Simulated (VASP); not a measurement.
# GaCu (Fm-3m) in VASP: a series of runs, part 2 of 2

VASP 6.6.1. Earlier steps stand in the parts before.

## Step 4: Relaxation of cell and atoms, PBE

This run uses another cell than the first one, of 16.45 Å³/atom.

File INCAR:

```
  PREC = Accurate
  ENCUT = 600
  EDIFF = 1E-6
  ISMEAR = 0
  SIGMA = 0.1
  LREAL = F
  LASPH = T
  NELM = 100
  ALGO = Fast
  ISIF = 3
  LWAVE = F
  LCHARG = F
  GGA = PE
  IBRION = 2
  NSW = 100
  EDIFFG = -0.01
```

File KPOINTS:

```
regular mesh
0
Gamma
  18 18 18
```

File POSCAR:

```
GaCu
1.0
    0.0000000000      2.5434244549      2.5434244549
    2.5434244549      0.0000000000      2.5434244549
    2.5434244549      2.5434244549      0.0000000000
Ga Cu
1 1
Direct
    0.5000000000      0.5000000000      0.5000000000
    0.0000000000      0.0000000000      0.0000000000
```

Potentials or basis: VASP PAW PBE potentials, release 64 (Ga_d, Cu).

The run is started by

```sh
> cat potpaw_PBE.64/Ga_d/POTCAR potpaw_PBE.64/Cu/POTCAR > POTCAR
> mpirun -np 1 vasp_std > vasp.out
```

OUTCAR:

```text
PREC = Accurate
   ENCUT = 600
   EDIFF = 1E-6
   ISMEAR = 0
   LREAL = F
   LASPH = T
   NELM = 100
   ISIF = 3
   GGA = PE
   IBRION = 2
   NSW = 100
   EDIFFG = -0.01

 ion  position               nearest neighbor table
   1  0.500  0.500  0.500-   2 2.54   2 2.54   2 2.54   2 2.54   2 2.54   2 2.54
   2  0.000  0.000  0.000-   1 2.54   1 2.54   1 2.54   1 2.54   1 2.54   1 2.54

  LATTYP: Found a face centered cubic cell.
 ALAT       =     5.0868489098

  Lattice vectors:

 A1 = (   0.0000000000,   2.5434244549,   2.5434244549)
 A2 = (   2.5434244549,   0.0000000000,   2.5434244549)
 A3 = (   2.5434244549,   2.5434244549,   0.0000000000)

Analysis of symmetry for initial positions (statically):
=====================================================================
 Subroutine PRICEL returns:
 Original cell was already a primitive cell.

 Routine SETGRP: Setting up the symmetry group for a
 face centered cubic supercell.

 Subroutine GETGRP returns: Found 48 space group operations
 (whereof 48 operations were pure point group operations)
 out of a pool of 48 trial point group operations.

The static configuration has the point symmetry O_h .

Analysis of symmetry for dynamics (positions and initial velocities):
=====================================================================
 Subroutine PRICEL returns:
 Original cell was already a primitive cell.

 Routine SETGRP: Setting up the symmetry group for a
 face centered cubic supercell.

 Subroutine GETGRP returns: Found 48 space group operations
 (whereof 48 operations were pure point group operations)
 out of a pool of 48 trial point group operations.

The dynamic configuration has the point symmetry O_h .

 Subroutine INISYM returns: Found 48 space group operations
 (whereof 48 operations are pure point group operations),
 and found     1 'primitive' translations

[... 169 lines left out ...]
      0.00000      0.00000      0.00000         0.000000      0.000000      0.000000
 -----------------------------------------------------------------------------------
    total drift:                                0.000000      0.000000      0.000000

  FREE ENERGIE OF THE ION-ELECTRON SYSTEM (eV)
  ---------------------------------------------------
  free  energy   TOTEN  =        -6.2515119171 eV

  energy  without entropy=       -6.2474178084  energy(sigma->0) =       -6.24946486

--------------------------------------- Ionic step        2  -------------------------------------------

 number of electron      24.0000018 magnetization

 Free energy of the ion-electron system (eV)
  ---------------------------------------------------
  ext. energy  EPLUGINS =         0.00000000
  ---------------------------------------------------
  free energy    TOTEN  =        -6.25163097 eV

  energy without entropy =       -6.24753905  energy(sigma->0) =       -6.24958501

 E-fermi :   5.5558     XC(G=0): -11.2410

 val. band max:        5.5545613097   @ k =   0.3333   0.1111   0.0556
 cond. band min:       5.5663282849   @ k =   0.3889   0.2222   0.0556
 fundamental gap:      0.0117669752
 Fermi energy:         5.5558061418

 k-point     1 :       0.0000    0.0000    0.0000
  band No.  band energies     occupation
      1      -9.2290      2.00000
      2      -9.2290      2.00000
      3      -9.1970      2.00000
      4      -9.1970      2.00000
      5      -9.1970      2.00000
      6      -4.4377      2.00000
[... 433 lines left out ...]
      3      -9.1961      2.00000
      4      -9.1754      2.00000
      5      -9.1700      2.00000
      6      -3.3829      2.00000
[... 8 lines left out ...]
     15      14.3109      0.00000
     16      14.5060      0.00000

 [... further k-points ...]

------------------------ aborting loop because EDIFF is reached ----------------------------------------

  FORCE on cell =-STRESS in cart. coord.  units (eV):
  Direction    XX          YY          ZZ          XY          YZ          ZX
  --------------------------------------------------------------------------------------
  -------------------------------------------------------------------------------------
  Total        0.0134217      0.0134217      0.0134217      0.0000000     -0.0000000      0.0000000
  in kB        0.6511261      0.6511261      0.6511261      0.0000000     -0.0000000      0.0000000
  external PRESSURE =       0.6511261 kB  Pullay stress =       0.0000000 kB

 VOLUME and BASIS-vectors are now :
 -----------------------------------------------------------------------------
  energy-cutoff  :      600.00
  volume of cell :       33.03
      direct lattice vectors                 reciprocal lattice vectors
     0.000000000  2.546486643  2.546486643    -0.196348958  0.196348958  0.196348958
     2.546486643  0.000000000  2.546486643     0.196348958 -0.196348958  0.196348958
     2.546486643  2.546486643  0.000000000     0.196348958  0.196348958 -0.196348958

 POSITION                                       TOTAL-FORCE (eV/Angst)
 -----------------------------------------------------------------------------------
      2.54649      2.54649      2.54649         0.000000     -0.000000     -0.000000
      0.00000      0.00000      0.00000        -0.000000      0.000000      0.000000
 -----------------------------------------------------------------------------------
    total drift:                                0.000000      0.000000      0.000000

  FREE ENERGIE OF THE ION-ELECTRON SYSTEM (eV)
  ---------------------------------------------------
  free  energy   TOTEN  =        -6.2516309725 eV

  energy  without entropy=       -6.2475390516  energy(sigma->0) =       -6.24958501

 reached required accuracy - stopping structural energy minimisation
```

OSZICAR:

```text
N       E                     dE             d eps       ncg     rms          rms(c)
DAV:   1     0.129023197877E+03    0.12902E+03   -0.13559E+04  6352   0.300E+03
[... 18 lines left out ...]
RMM:   3    -0.625200640831E+01    0.28588E-02   -0.94624E-03  6319   0.172E+00    0.150E-01
RMM:   4    -0.625165579565E+01    0.35061E-03   -0.57873E-04  6439   0.358E-01    0.234E-02
RMM:   5    -0.625162872487E+01    0.27071E-04   -0.15391E-04  6513   0.211E-01    0.141E-02
RMM:   6    -0.625162923669E+01   -0.51183E-06   -0.51537E-05  6795   0.901E-02    0.367E-03
RMM:   7    -0.625163223950E+01   -0.30028E-05   -0.17924E-05  5613   0.432E-02    0.131E-02
RMM:   8    -0.625163078560E+01    0.14539E-05   -0.10384E-05  5090   0.573E-02    0.141E-03
RMM:   9    -0.625163097254E+01   -0.18694E-06   -0.15827E-06  4107   0.138E-02
   2 F= -.62516310E+01 E0= -.62495850E+01  d E =-.119055E-03
```

Run time: 3.5 min. Hardware: 1 thread of Intel Xeon Platinum 8488C (Sapphire Rapids), shared host; peak memory 0.28 GiB.

Results:

```
Free energy                           : -6.2516 eV
Relaxed volume                        : 16.51 Å³/atom
Relaxed cell                          : a = 3.601 Å, b = 3.601 Å, c = 3.601 Å, α = 60.00°, β = 60.00°, γ = 60.00°
Space group after relaxing (to 0.1 Å) : Fm-3m (No. 225)
Energy gained by relaxing             : 0.1 meV/atom
Ionic steps                           : 2
Pressure after relaxing               : 0.1 GPa
Band gap on the k mesh                : zero (bands 12 and 13 overlap by 6.66 eV)
```

Step by step:
| step | energy change (eV) | largest force (eV/Å) | pressure (GPa) | volume (Å³) |
| --- | --- | --- | --- | --- |
| 1 | 0.0000 | 0.0000 | 0.24 | 32.91 |
| 2 | -0.0001 | 0.0000 | 0.07 | 33.03 |

Final structure:
```yaml
crystal:
  lattice:
    - [0.00000, 2.54649, 2.54649]
    - [2.54649, 0.00000, 2.54649]
    - [2.54649, 2.54649, 0.00000]
  atoms:
    - { symbol: Ga, position: [0.50000, 0.50000, 0.50000] }
    - { symbol: Cu, position: [0.00000, 0.00000, 0.00000] }
```

## Step 5: Overview

| task | cell | k mesh | cutoff (eV) | gap on the mesh (eV) | pressure (GPa) | relaxed volume (Å³/atom) |
| --- | --- | --- | --- | --- | --- | --- |
| relaxation of cell and atoms | relaxed from a = 3.534 Å, angles 60.0°, 2 atoms | 6 × 6 × 6 | 600 | none | 0.2 | 16.54 |
| single point | a = 3.597 Å, angles 60.0°, 2 atoms | 18 × 18 × 18 | 520 | none | 0.1 | - |
| relaxation of cell and atoms | relaxed from a = 3.597 Å, angles 60.0°, 2 atoms | 18 × 18 × 18 | 600 | none | 0.1 | 16.51 |

Alike in all rows: level PBE; potentials or basis VASP PAW PBE potentials, release 64 (Ga_d, Cu); no spin polarisation; smearing gaussian 0.1 eV.

Caveats: some runs use coarse meshes.

Total energies depend on the potentials used, so only differences within one code and one set of settings carry meaning.

The gap in the log of VASP goes by the Fermi energy; the results here count the filled bands.